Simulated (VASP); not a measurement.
Set up this calculation in VASP 6.6.1, as the native input.

- Task: electric field gradients
- Functional: PBE
- Potentials or basis: VASP PAW PBE potentials, release 64 (Sb)
- Cutoff: 520 eV
- k mesh: 9 × 9 × 9
- Occupations: fermi-dirac, width 0.05 eV
- Spin: no spin polarisation
- Dipole correction: no
- Further INCAR settings: ALGO = Normal; EDIFF = 1e-08; NBANDS = 12; ISYM = 0

The structure of Sb lies in POSCAR:

```
Sb
1.0
    2.1141424358      1.2206007044      3.6805301114
   -2.1141424358      1.2206007044      3.6805301114
    0.0000000000     -2.4412014087      3.6805301114
Sb
2
Direct
    0.2336400000      0.2336400000      0.2336400000
    0.7663600000      0.7663600000      0.7663600000
```

One way to write it, as run:

INCAR

```
ALGO     = Normal         # electronic algorithm
EDIFF    = 1E-8           # SCF threshold, eV
ENCUT    = 520            # plane-wave cutoff, eV
GGA      = PE             # functional
ISIF     = 2              # what is computed and relaxed
ISMEAR   = -1             # smearing method
ISYM     = 0            
LASPH    = True           # aspherical terms in the spheres
LCHARG   = False          # write CHGCAR
LEFG     = True         
LREAL    = False          # projectors in reciprocal space
LWAVE    = False          # write WAVECAR
NBANDS   = 12             # bands
NELM     = 60             # most SCF steps
PREC     = Accurate       # precision mode
SIGMA    = 0.05           # smearing width, eV
```

KPOINTS

```
k-points
0
Gamma
  9 9 9
```

Potentials or basis: VASP PAW PBE potentials, release 64 (Sb).

Launch:

```sh
$ cat potpaw_PBE.64/Sb/POTCAR > POTCAR
$ mpirun -np 1 vasp_std > vasp.out
```

It gave:

```yaml
Pressure: 6.9 GPa
Largest_force: 0.553 eV/Å
Band_gap_on_the_k_mesh: zero (band 5 reaches 8.11 eV, above the bottom of band 6 at 8.05 eV)
```

Caveat: without QUAD_EFG the Cq values of the log hold for a quadrupole moment of 1 mb, not for the nuclei; spin-orbit coupling is left out, which moves the levels of the heavy elements.

Wall time 8 min on 1 thread of AMD EPYC 7R13, with other jobs on the host, peak memory 0.33 GiB.
